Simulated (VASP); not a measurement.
# Re (Fm-3m) in VASP: a series of runs

Runs on Re. Level: PBEsol. Tasks: single point, relaxation of volume and atoms at fixed shape.

All numbers are computed with VASP 6.6.1; they aren't measurements. Logs are shortened: lines on timing, memory, paths and dates and some standing lists are left out, and cuts for length are marked.

### Step 1. The cell of the first run

The structure is cubic, space group Fm-3m (No. 225). Conventional cell: a = 3.880 Å, b = 3.880 Å, c = 3.880 Å, α = 90.00°, β = 90.00°, γ = 90.00°. Re (site symmetry m-3m) has 12 Re at 2.74 Å within 3.6 Å.

This isn't the form of Re at room conditions, which is hcp.

### Step 2. Single point, PBEsol

INCAR

```
SYSTEM = Re
ALGO = Normal
EDIFF = 1E-6
ENCUT = 600
GGA = PS
GGA_COMPAT = .False.
ISIF = 2
ISMEAR = 1
LASPH = .True.
LCHARG = .False.
LREAL = .False.
LWAVE = .False.
NBANDS = 10
NELM = 120
PREC = Accurate
SIGMA = 0.05
```

KPOINTS

```
k-points
0
Gamma
  10 10 10
  0 0 0
```

POSCAR

```
Re
1.0
    0.0000000000      1.9398815545      1.9398815545
    1.9398815545      0.0000000000      1.9398815545
    1.9398815545      1.9398815545      0.0000000000
Re
1
Direct
    0.0000000000      0.0000000000      0.0000000000
```

Potentials or basis: VASP PAW PBE potentials, release 64 (Re).

Launch:

```
cat potpaw_PBE.64/Re/POTCAR > POTCAR
mpirun -np 1 vasp_std > vasp.out
```

OUTCAR:

```text
SYSTEM = Re
   EDIFF = 1E-6
   ENCUT = 600
   GGA = PS
   ISIF = 2
   ISMEAR = 1
   LASPH = .True.
   LREAL = .False.
   NELM = 120
   PREC = Accurate

 ion  position               nearest neighbor table
   1  0.000  0.000  0.000-

  LATTYP: Found a face centered cubic cell.
 ALAT       =     3.8797631090

  Lattice vectors:

 A1 = (   0.0000000000,   1.9398815545,   1.9398815545)
 A2 = (   1.9398815545,   0.0000000000,   1.9398815545)
 A3 = (   1.9398815545,   1.9398815545,   0.0000000000)

Analysis of symmetry for initial positions (statically):
=====================================================================
 Subroutine PRICEL returns:
 Original cell was already a primitive cell.

 Routine SETGRP: Setting up the symmetry group for a
 face centered cubic supercell.

 Subroutine GETGRP returns: Found 48 space group operations
 (whereof 48 operations were pure point group operations)
 out of a pool of 48 trial point group operations.

The static configuration has the point symmetry O_h .

Analysis of symmetry for dynamics (positions and initial velocities):
=====================================================================
 Subroutine PRICEL returns:
 Original cell was already a primitive cell.

 Routine SETGRP: Setting up the symmetry group for a
 face centered cubic supercell.

 Subroutine GETGRP returns: Found 48 space group operations
 (whereof 48 operations were pure point group operations)
 out of a pool of 48 trial point group operations.

The dynamic configuration has the point symmetry O_h .

 Subroutine INISYM returns: Found 48 space group operations
 (whereof 48 operations are pure point group operations),
 and found     1 'primitive' translations

----------------------------------------------------------------------------------------

                                     Primitive cell

  volume of cell :      14.6001

  direct lattice vectors                    reciprocal lattice vectors
     0.000000000  1.939881555  1.939881555    -0.257747695  0.257747695  0.257747695
     1.939881555  0.000000000  1.939881555     0.257747695 -0.257747695  0.257747695
     1.939881555  1.939881555  0.000000000     0.257747695  0.257747695 -0.257747695

  length of vectors
     2.743406804  2.743406804  2.743406804     0.446432104  0.446432104  0.446432104

  position of ions in fractional coordinates (direct lattice)
     0.000000000  0.000000000  0.000000000

  ion indices of the primitive-cell ions
   primitive index   ion index
                 1           1

----------------------------------------------------------------------------------------

 KPOINTS: k-points

Automatic generation of k-mesh.
 Grid dimensions read from file:
 generate k-points for:   10   10   10

 Generating k-lattice:

  Cartesian coordinates                     Fractional coordinates (reciprocal lattice)
    -0.025774770  0.025774770  0.025774770     0.100000000  0.000000000  0.000000000
     0.025774770 -0.025774770  0.025774770     0.000000000  0.100000000  0.000000000
     0.025774770  0.025774770 -0.025774770     0.000000000  0.000000000  0.100000000

  Length of vectors
     0.044643210  0.044643210  0.044643210

  Shift w.r.t. Gamma in fractional coordinates (k-lattice)
     0.000000000  0.000000000  0.000000000

 Subroutine IBZKPT returns following result:
 ===========================================

 Found     47 irreducible k-points:

 Following reciprocal coordinates:
            Coordinates               Weight
  0.000000  0.000000  0.000000      1.000000
  0.100000  0.000000  0.000000      8.000000
  0.200000  0.000000  0.000000      8.000000
  0.300000  0.000000  0.000000      8.000000
  0.400000  0.000000  0.000000      8.000000
  0.500000  0.000000  0.000000      4.000000
[... 16 lines left out ...]
  0.300000  0.300000  0.000000      6.000000
  0.400000  0.300000  0.000000     24.000000
 [... further k-points ...]
   k-points           NKPTS =     47   k-points in BZ     NKDIM =     47   number of bands    NBANDS=     10
   number of dos      NEDOS =    301   number of ions     NIONS =      1
   total plane-waves  NPLWV =  13824
   dimension x,y,z NGX =    24 NGY =   24 NGZ =   24
   dimension x,y,z NGXF=    48 NGYF=   48 NGZF=   48
   ions per type =               1
   NGX,Y,Z   is equivalent  to a cutoff of  14.54, 14.54, 14.54 a.u.
   NGXF,Y,Z  is equivalent  to a cutoff of  29.09, 29.09, 29.09 a.u.
 SYSTEM =  Re
   PREC   = accura    normal or accurate (medium, high low for compatibility)
   ISTART =      0    job   : 0-new  1-cont  2-samecut
   ICHARG =      2    charge: 1-file 2-atom 10-const
   ISPIN  =      1    spin polarized calculation?
   LNONCOLLINEAR =      F non collinear calculations
   LSORBIT =      F    spin-orbit coupling
   LASPH  =      T    aspherical Exc in radial PAW
   ENCUT  =  600.0 eV  44.10 Ry    6.64 a.u.   5.48  5.48  5.48*2*pi/ulx,y,z
   NELM   =    120;   NELMIN=  2; NELMDL= -5     # of ELM steps
   EDIFF  = 0.1E-05   stopping-criterion for ELM
   LREAL  =      F    real-space projection
[... 7 lines left out ...]
   TEBEG  =    0.0;   TEEND  =   0.0 temperature during run
   PSTRESS=    0.0 pullay stress
   NELECT =       7.0000    total number of electrons
   NUPDOWN=      -1.0000    fix difference up-down
   EMIN   =  10.00;   EMAX   =-10.00  energy-range for DOS
   EFERMI =   0.00;   METHOD = LEGACY
   ISMEAR =     1;   SIGMA  =   0.05  broadening in eV -4-tet -1-fermi 0-gaus
   EFERMI_NEDOS =   21; number of points for ismear=-14 and -15
   IALGO  =     38    algorithm
   IMIX   =      4    mixing-type and parameters
     AMIX     =   0.40;   BMIX     =  1.00
     AMIX_MAG =   1.60;   BMIX_MAG =  1.00
  volume/ion in A,a.u.               =      14.60        98.53
  Fermi-wavevector in a.u.,A,eV,Ry     =   1.281314  2.421333 22.337583  1.641766
  Thomas-Fermi vector in A             =   2.413691
   LORBIT       =      0    0 simple, 1 ext, 2 COOP (PROOUT), +10 PAW based schemes
   GGA     = PS    functional components
   LHFCALC =     F    Hartree Fock is set to
   AEXX    =    0.0000 exact exchange contribution
   IVDW    =     0    specifies the selected vdW correction
   LEPSILON=     F    determine dielectric tensor
   LRPA    =     F    only Hartree local field effects (RPA)
 non-spin polarized calculation
 Methfessel and Paxton  Order N= 1 SIGMA  =   0.05
  energy-cutoff  :      600.00
  volume of cell :       14.60
 maximum number of plane-waves:       531
 NGX is ok and might be reduce to    24
   NGX = 11   NGY = 11   NGZ = 11

 number of electron       7.0000000 magnetization

 Free energy of the ion-electron system (eV)
  ---------------------------------------------------
  ext. energy  EPLUGINS =         0.00000000
  ---------------------------------------------------
  free energy    TOTEN  =       -13.30862416 eV

  energy without entropy =      -13.30745050  energy(sigma->0) =      -13.30823294

 E-fermi :   8.1289     XC(G=0): -13.8613

 val. band max:        8.1224445559   @ k =  -0.3000   0.3000   0.1000
 cond. band min:       8.1409116039   @ k =  -0.3000   0.3000   0.0000
 fundamental gap:      0.0184670480
 Fermi energy:         8.1289368982

 k-point     1 :       0.0000    0.0000    0.0000
  band No.  band energies     occupation
      1      -2.1359      2.00000
      2       6.1498      2.00000
      3       6.1498      2.00000
      4       6.1498      2.00000
      5       9.3733      0.00000
      6       9.3733      0.00000
      7      22.0507      0.00000
      8      27.7140      0.00000
      9      27.7140      0.00000
     10      27.7140      0.00000

 k-point     2 :       0.1000    0.0000    0.0000
  band No.  band energies     occupation
      1      -1.6738      2.00000
      2       5.8501      2.00000
      3       6.3575      2.00000
      4       6.3575      2.00000
      5       9.2150      0.00000
      6       9.2150      0.00000
      7      22.9271      0.00000
      8      25.8576      0.00000
      9      28.5636      0.00000
     10      28.5636      0.00000

 k-point     3 :       0.2000    0.0000    0.0000
  band No.  band energies     occupation
      1      -0.4785      2.00000
      2       5.3499      2.00000
      3       6.6599      2.00000
      4       6.6599      2.00000
      5       9.1954      0.00000
      6       9.1954      0.00000
      7      23.0672      0.00000
      8      25.3151      0.00000
      9      30.8751      0.00000
     10      30.8751      0.00000

 k-point     4 :       0.3000    0.0000    0.0000
  band No.  band energies     occupation
      1       0.7167      2.00000
      2       5.6126      2.00000
      3       6.4616      2.00000
      4       6.4616      2.00000
      5      10.0734      0.00000
      6      10.0734      0.00000
      7      21.0774      0.00000
      8      25.3198      0.00000
      9      32.8055      0.00000
     10      32.8265      0.00000
[... 222 lines left out ...]
 k-point    22 :      -0.2000    0.2000    0.0000
  band No.  band energies     occupation
      1       1.7449      2.00000
      2       4.6111      2.00000
      3       5.8654      2.00000
      4       7.6709      2.00000
      5       8.1490      0.37820
      6      12.1757      0.00000
      7      22.7232      0.00000
      8      26.9435      0.00000
      9      27.0274      0.00000
     10      28.7917      0.00000

 k-point    23 :       0.3000    0.3000    0.0000
  band No.  band energies     occupation
      1       1.5144      2.00000
      2       3.1730      2.00000
      3       6.9489      2.00000
      4       9.4159      0.00000
      5       9.4159      0.00000
      6      10.9293      0.00000
      7      25.7587      0.00000
      8      25.7587      0.00000
      9      26.8732      0.00000
     10      30.1208      0.00000

 k-point    24 :       0.4000    0.3000    0.0000
  band No.  band energies     occupation
      1       1.8405      2.00000
      2       2.9102      2.00000
      3       7.0685      2.00000
      4       9.6694      0.00000
      5      11.3570      0.00000
      6      11.8063      0.00000
      7      22.2898      0.00000
      8      24.3393      0.00000
      9      25.9664      0.00000
     10      30.1717      0.00000

 [... further k-points ...]

------------------------ aborting loop because EDIFF is reached ----------------------------------------

  FORCE on cell =-STRESS in cart. coord.  units (eV):
  Direction    XX          YY          ZZ          XY          YZ          ZX
  --------------------------------------------------------------------------------------
  -------------------------------------------------------------------------------------
  Total        0.0085298      0.0085298      0.0085298      0.0000000     -0.0000000     -0.0000000
  in kB        0.9360429      0.9360429      0.9360429      0.0000000     -0.0000000     -0.0000000
  external PRESSURE =       0.9360429 kB  Pullay stress =       0.0000000 kB

 VOLUME and BASIS-vectors are now :
 -----------------------------------------------------------------------------
  energy-cutoff  :      600.00
  volume of cell :       14.60
      direct lattice vectors                 reciprocal lattice vectors
     0.000000000  1.939881555  1.939881555    -0.257747695  0.257747695  0.257747695
     1.939881555  0.000000000  1.939881555     0.257747695 -0.257747695  0.257747695
     1.939881555  1.939881555  0.000000000     0.257747695  0.257747695 -0.257747695

 POSITION                                       TOTAL-FORCE (eV/Angst)
 -----------------------------------------------------------------------------------
      0.00000      0.00000      0.00000         0.000000      0.000000      0.000000
 -----------------------------------------------------------------------------------
    total drift:                                0.000000     -0.000000     -0.000000

  FREE ENERGIE OF THE ION-ELECTRON SYSTEM (eV)
  ---------------------------------------------------
  free  energy   TOTEN  =       -13.3086241572 eV

  energy  without entropy=      -13.3074504968  energy(sigma->0) =      -13.30823294
```

Wall time 18 s (1 thread of Intel Xeon 8259CL, shared host); peak memory 0.14 GiB.

What came out:

```
Free energy            : -13.3086 eV
Pressure               : 0.1 GPa
Band gap on the k mesh : zero (an odd number of electrons rules out a gap without spin polarisation)
```

Caveat: the PAW data sets were made with another functional, which shifts forces and pressure a little; spin-orbit coupling is left out, which moves the levels of the heavy elements.

### Step 3. Relaxation of volume and atoms at fixed shape, PBEsol

This run uses another cell than the first one, of 15.41 Å³/atom.

INCAR

```
SYSTEM = Re
PREC = Accurate
ENCUT = 600
EDIFF = 1E-7
ISMEAR = 1
SIGMA = 0.05
LREAL = .FALSE.
LASPH = .TRUE.
NELM = 120
ALGO = Normal
ISIF = 8
LWAVE = .FALSE.
LCHARG = .FALSE.
GGA = PS
IBRION = 2
NSW = 80
EDIFFG = -0.005
GGA_COMPAT = .FALSE.
NELMIN = 4
```

KPOINTS

```
regular mesh
0
G
  10 10 10
  0 0 0
```

POSCAR

```
Re
1.0
    0.0000000000      1.9750000000      1.9750000000
    1.9750000000      0.0000000000      1.9750000000
    1.9750000000      1.9750000000      0.0000000000
Re
1
Direct
    0.0000000000      0.0000000000      0.0000000000
```

Potentials or basis: VASP PAW PBE potentials, release 64 (Re).

Launch:

```
cat potpaw_PBE.64/Re/POTCAR > POTCAR
mpirun -np 1 vasp_std > vasp.out
```

Run time: 46 s. Hardware: 1 thread of Intel Xeon 8259CL, shared host; peak memory 0.15 GiB.

The run converged. Its results:

```
Free energy                           : -13.3088 eV
Relaxed volume                        : 14.60 Å³/atom
Relaxed cell                          : a = 2.744 Å, b = 2.744 Å, c = 2.744 Å, α = 60.00°, β = 60.00°, γ = 60.00°
Space group after relaxing (to 0.1 Å) : Fm-3m (No. 225)
Pressure after relaxing               : 0.0 GPa
Band gap on the k mesh                : zero (an odd number of electrons rules out a gap without spin polarisation)
```

Final structure:
```
CELL_PARAMETERS angstrom
0.00000 1.94006 1.94006
1.94006 0.00000 1.94006
1.94006 1.94006 0.00000
ATOMIC_POSITIONS crystal
Re 0.00000 0.00000 0.00000
```

Levels at points of the mesh, in eV from the Fermi level:
```
           k point  band 1  band 2  band 3  band 4  band 5  band 6  band 7
(0.00, 0.00, 0.00)  -10.26   -1.98   -1.98   -1.98    1.24    1.24   13.92
(0.50, 0.00, 0.00)   -7.00   -2.20   -2.20    0.18    3.84    3.84   10.03
(0.50, 0.50, 0.00)   -6.97   -6.07    2.80    3.79    4.61    4.61   12.30
```

Caveat: the PAW data sets were made with another functional, which shifts forces and pressure a little; spin-orbit coupling is left out, which moves the levels of the heavy elements.
